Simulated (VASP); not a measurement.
Set up this calculation in VASP 6.6.1, as the native input.

```
Task                   : single point
Functional             : r2SCAN
Potentials or basis    : VASP PAW PBE potentials, release 64 (Na_pv, H)
Cutoff                 : 520 eV
k mesh                 : 10 × 10 × 10
Occupations            : gaussian, width 0.01 eV
Spin                   : no spin polarisation
Dipole correction      : no
Further INCAR settings : ALGO = Normal; EDIFF = 1e-07; NBANDS = 11
```

NaH:

```xyz
2
Lattice="0.0000 2.3975 2.3975 2.3975 0.0000 2.3975 2.3975 2.3975 0.0000" Properties=species:S:1:pos:R:3 pbc="T T T"
Na    0.0000    0.0000    0.0000
H     2.3975    2.3975    2.3975
```

One way to write it, as run:

POSCAR

```
NaH
1.0
    0.0000000000      2.3975126521      2.3975126521
    2.3975126521      0.0000000000      2.3975126521
    2.3975126521      2.3975126521      0.0000000000
Na H
1 1
Direct
    0.0000000000      0.0000000000      0.0000000000
    0.5000000000      0.5000000000      0.5000000000
```

INCAR.step1

```
PREC = Accurate
ENCUT = 520
ISMEAR = 0
SIGMA = 0.01
LREAL = F
LASPH = T
NELM = 60
NBANDS = 11
GGA = PE
ALGO = Normal
EDIFF = 1E-4
LWAVE = T
LCHARG = F
```

INCAR.step2

```
PREC = Accurate
ENCUT = 520
EDIFF = 1E-7
ISMEAR = 0
SIGMA = 0.01
LREAL = F
LASPH = T
NELM = 60
ALGO = Normal
ISIF = 2
LWAVE = F
LCHARG = T
METAGGA = R2SCAN
LMIXTAU = T
LELF = T
LVHAR = T
NBANDS = 11
ISTART = 1
```

KPOINTS

```
Automatic mesh
0
Gamma
  10 10 10
```

Potentials or basis: VASP PAW PBE potentials, release 64 (Na_pv, H).

Launch:

```console
$ cat potpaw_PBE.64/Na_pv/POTCAR potpaw_PBE.64/H/POTCAR > POTCAR
$ cp INCAR.step1 INCAR
$ mpirun -np 1 vasp_std > vasp.out
$ cp INCAR.step2 INCAR
$ mpirun -np 1 vasp_std > vasp.out
```

It gave:

The pressure is -0.3 GPa and the band gap on the k mesh is 4.43 eV, indirect (least direct gap 5.26 eV).

Caveat: the PAW data sets were made with another functional, which shifts forces and pressure a little.

It took 38 s on 1 thread of Intel(R) Xeon(R) 6975P-C (Granite Rapids), on a shared host, peak memory 0.16 GiB.
